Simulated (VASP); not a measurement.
Crystal: K.

```
K
1.0
     4.65494    0.00000    0.00000
    -2.32747    4.03130    0.00000
     0.00000    0.00000   15.20303
K
4
Cartesian
  0.0000 0.0000 0.0000
  0.0000 0.0000 7.6015
  0.0000 2.6875 3.8008
  2.3275 1.3438 11.4023
```

This isn't the form of K at room conditions, which is bcc.

* Program: VASP 6.6.1
* Task: relaxation of cell and atoms
* Functional: BLYP
* Potentials or basis: VASP PAW PBE potentials, release 64 (K_sv)
* Cutoff: 600 eV
* k mesh: 8 × 8 × 2
* Occupations: fermi-dirac, width 0.1 eV
* Spin: no spin polarisation

At the start: pressure 0.2 GPa; volume 71.32 Å³/atom.

Task: Where does the relaxation end?

Result: Over 5 steps the energy falls by 3.5 meV/atom and the volume is 76.18 Å³/atom (+6.8 %); space group P6_3/mmc (No. 194, to 0.1 Å) before and after.

Step by step:
```csv
step,energy change (eV),largest force (eV/Å),pressure (GPa),volume (Å³)
1,0.0000,0.0000,0.23,285.29
2,-0.0056,0.0000,0.17,289.60
3,-0.0111,0.0000,0.09,295.97
4,-0.0134,0.0000,-0.04,308.99
5,-0.0139,0.0000,0.00,304.74
```

Final structure:
```xyz
4
Lattice="4.7614 0.0000 0.0000 -2.3807 4.1235 0.0000 0.0000 0.0000 15.5210" Properties=species:S:1:pos:R:3 pbc="T T T"
K     0.0000    0.0000    0.0000
K     0.0000    0.0000    7.7605
K     0.0000    2.7490    3.8802
K     2.3807    1.3745   11.6407
```

Caveat: the PAW data sets were made with another functional, which shifts forces and pressure a little.
